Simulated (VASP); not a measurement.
Wanted: the native input for a VASP 6.6.1 run.

| Property | Result |
| --- | --- |
| Task | single point |
| Functional | PBE |
| Potentials or basis | VASP PAW PBE potentials, release 64 (H) |
| Cutoff | 520 eV |
| k mesh | 8 × 8 × 4 |
| Occupations | gaussian, width 0.02 eV |
| Spin | no spin polarisation |
| Dipole correction | no |
| Further INCAR settings | ALGO = Normal; EDIFF = 1e-06; NBANDS = 10 |

The structure of H lies in POSCAR:

```
H
1.0
    1.7189760549     -2.7601793496      0.0000000000
    1.7189760549      2.7601793496      0.0000000000
    0.0000000000      0.0000000000      6.5692894160
H
4
Direct
    0.5557403735      0.4442596265      0.9673281886
    0.4442596265      0.5557403735      0.0326718114
    0.4442596265      0.5557403735      0.4673281886
    0.5557403735      0.4442596265      0.5326718114
```

This cell differs from its parent crystal: volume scaled by 0.91, then relaxed in part.

These files were run (other wordings do the same):

INCAR

```
SYSTEM = H
  PREC = Accurate
  ENCUT = 520
  EDIFF = 1E-6
  ISMEAR = 0
  SIGMA = 0.02
  LREAL = .False.
  LASPH = .True.
  NELM = 80
  ALGO = Normal
  ISIF = 2
  LWAVE = .False.
  LCHARG = .True.
  GGA = PE
  LELF = .True.
  LVHAR = .True.
  NBANDS = 10
```

KPOINTS

```
Automatic mesh
0
Gamma
  8 8 4
  0 0 0
```

Potentials or basis: VASP PAW PBE potentials, release 64 (H).

Launch:

```console
$ cat potpaw_PBE.64/H/POTCAR > POTCAR
$ mpirun -np 1 vasp_std > vasp.out
```

Results of the run:

```yaml
Pressure: -0.1 GPa
Largest_force: 0.011 eV/Å
Band_gap_on_the_k_mesh: 8.67 eV, indirect (least direct gap 8.82 eV)
```

It took 27 s on 1 thread of AMD EPYC 7R43 64-Core Processor (Zen 3) (shared host), peak memory 0.13 GiB.
